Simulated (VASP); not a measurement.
LaYF6: relaxation of cell and atoms with PBEsol

LaYF6:

```
La F Y
1.0
     3.69714    0.00000    0.00000
     0.00000    3.69714    0.00000
     0.00000    0.00000    8.23145
La F Y
1 6 1
Direct
  0.50000 0.50000 0.50000
  0.50000 0.50000 0.00000
  0.00000 0.00000 0.50000
  0.00000 0.50000 0.25110
  0.50000 0.00000 0.74890
  0.50000 0.00000 0.25110
  0.00000 0.50000 0.74890
  0.00000 0.00000 0.00000
```

```
Program                : VASP 6.6.1
Task                   : relaxation of cell and atoms
Functional             : PBEsol
Potentials or basis    : VASP PAW PBE potentials, release 64 (La, F, Y_sv)
Cutoff                 : 600 eV
k mesh                 : 6 × 6 × 4
Occupations            : fermi-dirac, width 0.03 eV
Spin                   : no spin polarisation
Dipole correction      : no
Further INCAR settings : ALGO = Normal; EDIFF = 1e-06; IBRION = 2; EDIFFG = -0.01; NSW = 100; ISIF = 3
```

The relaxed volume is 11.16 Å³/atom, the relaxed cell is a = 3.710 Å, b = 3.710 Å, c = 6.485 Å, α = 90.00°, β = 90.00°, γ = 90.00° and the space group after relaxing (to 0.1 Å) is P4/mmm (No. 123). The energy gained by relaxing is 404.4 meV/atom, the ionic steps are 16 and the pressure after relaxing is -0.1 GPa. The largest force after relaxing is 0.008 eV/Å and the band gap on the k mesh is 4.69 eV (least direct gap 4.97 eV).

Forces in eV/Å, atoms in the order of the input:
```
La   0.000  0.000  0.000
F    0.000  0.000  0.000
F    0.000  0.000  0.000
F    0.000  0.000 -0.008
F    0.000  0.000  0.008
F    0.000  0.000 -0.008
F    0.000  0.000  0.008
Y    0.000  0.000  0.000
```

Step by step:
```
step  energy change (eV)  largest force (eV/Å)  pressure (GPa)  volume (Å³)
   1              0.0000                0.3210          -19.31       112.51
   2             -2.8763                0.8408            5.14        86.62
   3             -2.8767                0.8305            4.51        86.95
   4             -3.1626                0.3187            0.66        88.79
   5             -3.2230                0.1229           -2.05        90.41
   6             -3.2244                0.0644           -1.68        90.19
   7             -3.2244                0.0482           -1.56        90.13
   8             -3.2322                0.0504            0.82        88.70
   9             -3.2327                0.0501            0.33        88.97
  10             -3.2343                0.0167            0.20        89.08
  11             -3.2348                0.0107            0.08        89.17
  12             -3.2348                0.0192            0.10        89.19
  13             -3.2347                0.0358           -0.05        89.24
  14             -3.2348                0.0229            0.05        89.20
  15             -3.2348                0.0219            0.04        89.20
  16             -3.2349                0.0083           -0.07        89.26
```

Final structure:
```cif
data_structure
_symmetry_space_group_name_H-M 'P 1'
_symmetry_Int_Tables_number 1
_cell_length_a 3.7101
_cell_length_b 3.7101
_cell_length_c 6.4847
_cell_angle_alpha 90.000
_cell_angle_beta 90.000
_cell_angle_gamma 90.000
_cell_volume 89.26
loop_
_atom_site_label
_atom_site_type_symbol
_atom_site_fract_x
_atom_site_fract_y
_atom_site_fract_z
_atom_site_occupancy
La1 La 0.50000 0.50000 0.50000 1
F1 F 0.50000 0.50000 0.00000 1
F2 F 0.00000 0.00000 0.50000 1
F3 F 0.00000 0.50000 0.23889 1
F4 F 0.50000 0.00000 0.76111 1
F5 F 0.50000 0.00000 0.23889 1
F6 F 0.00000 0.50000 0.76111 1
Y1 Y 0.00000 0.00000 0.00000 1
```

Levels at points of the mesh, in eV from the valence-band top:
| k point | band 30 | band 31 | band 32 | band 33 | band 34 | band 35 |
| --- | --- | --- | --- | --- | --- | --- |
| (0.00, 0.00, 0.00) | -0.70 | -0.70 | -0.39 | 4.69 | 5.18 | 5.19 |
| (0.50, 0.00, 0.00) | -0.95 | -0.87 | -0.20 | 4.91 | 5.19 | 5.23 |
| (0.50, 0.50, 0.00) | -0.70 | -0.70 | 0.00 | 4.97 | 4.97 | 5.26 |
| (0.00, 0.00, 0.50) | -0.94 | -0.94 | -0.78 | 5.15 | 5.17 | 5.23 |
| (0.50, 0.00, 0.50) | -1.24 | -0.92 | -0.23 | 4.92 | 5.20 | 5.21 |
| (0.50, 0.50, 0.50) | -1.00 | -1.00 | -0.11 | 4.98 | 4.98 | 5.22 |

Wall time 22 min on 1 thread of Intel(R) Xeon(R) Platinum 8488C (Sapphire Rapids), with other jobs on the host, peak memory 0.37 GiB.

Caveat: the volume moved by over 15 % at a fixed basis, so the end points are rough; the PAW data sets were made with another functional, which shifts forces and pressure a little; spin-orbit coupling is left out, which moves the levels of the heavy elements. A k mesh can miss the band edges.
